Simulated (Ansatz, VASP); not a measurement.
## ScHO2 in VASP and in Ansatz

```xyz
4
Lattice="1.5831 0.9140 4.4563 -1.5831 0.9140 4.4563 0.0000 -1.8280 4.4563" Properties=species:S:1:pos:R:3 pbc="T T T"
Sc    0.0000    0.0000    0.0000
H     0.0000    0.0000    6.6845
O     0.0000    0.0000    7.8918
O     0.0000    0.0000    5.4772
```

Alike in both runs: functional LDA; k mesh 6 × 6 × 6; occupations gaussian, width 0.1 eV; no spin polarisation.

Ansatz relaxed the structure, and its values are those at the end. VASP's run is a single point on that final structure, the one shown.

|  | VASP | Ansatz |
| --- | --- | --- |
| version | VASP 6.6.1 | Ansatz 0.2.0 |
| potentials or method | VASP PAW LDA potentials, release 64 (Sc_sv, H, O), cutoff 520 eV | scalar-relativistic, plane waves, PAW |
| valence electrons in the cell | 24 | 24 |

```csv
,VASP,Ansatz,Ansatz less VASP
gap on the k mesh at the Fermi level (eV),4.06,4.09,+0.026
least direct gap on the mesh (eV),4.46,4.48,+0.024
pressure (GPa),1.0,-0.3,-1.29
rms of the force components (eV/Å),0.033,0.012,-0.0210
```

LDA's correlation is that of Perdew and Zunger in VASP and of Perdew and Wang (1992) in Ansatz.
